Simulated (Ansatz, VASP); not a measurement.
## EuO in VASP and in Ansatz

```xyz
2
Lattice="0.0000 2.5303 2.5303 2.5303 0.0000 2.5303 2.5303 2.5303 0.0000" Properties=species:S:1:pos:R:3 pbc="T T T"
Eu    0.0000    0.0000    0.0000
O     2.5303    2.5303    2.5303
```

Alike in both runs: task single point; functional PBE; k mesh 12 × 12 × 12; occupations gaussian, width 0.05 eV; no spin polarisation.

|  | VASP | Ansatz |
| --- | --- | --- |
| version | VASP 6.6.1 | Ansatz 0.2.0 |
| potentials or method | VASP PAW PBE potentials, release 64 (Eu, O), cutoff 600 eV | scalar-relativistic, plane waves, PAW |
| valence electrons in the cell | 23 | 23 |

|  | VASP | Ansatz | Ansatz less VASP |
| --- | --- | --- | --- |
| gap on the k mesh at the Fermi level (eV) | none | none | - |
| pressure (GPa) | -13.3 | -13.4 | -0.03 |

A gap of «none» marks a metal or a gap that the smearing closes.

Neither program's run includes spin-orbit coupling.
